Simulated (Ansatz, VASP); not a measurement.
CdSe in VASP and in Ansatz

```xyz
4
Lattice="4.3834 0.0000 0.0000 -2.1917 3.7961 0.0000 0.0000 0.0000 7.1535" Properties=species:S:1:pos:R:3 pbc="T T T"
Cd    0.0000    2.5307    0.0328
Cd    2.1917    1.2654    3.6095
Se    0.0000    2.5307    2.7213
Se    2.1917    1.2654    6.2981
```

Alike in both runs: functional PBE; k mesh 6 × 6 × 4; occupations gaussian, width 0.02 eV; no spin polarisation.

Ansatz relaxed the structure, and its values are those at the end. VASP's run is a single point on that final structure, the one shown.

|  | VASP | Ansatz |
| --- | --- | --- |
| version | VASP 6.6.1 | Ansatz 0.2.0 |
| potentials or method | VASP PAW PBE potentials, release 64 (Cd, Se), cutoff 520 eV | scalar-relativistic, plane waves, PAW |
| valence electrons in the cell | 36 | 72 |

```csv
,VASP,Ansatz,Ansatz less VASP
gap on the k mesh at the Fermi level (eV),0.54,0.54,+0.002
least direct gap on the mesh (eV),0.54,0.54,+0.002
pressure (GPa),0.2,0.0,-0.25
```

VASP's potentials hold 36 valence electrons a cell and Ansatz's 72, so a difference there can come from the potentials and not from the codes.
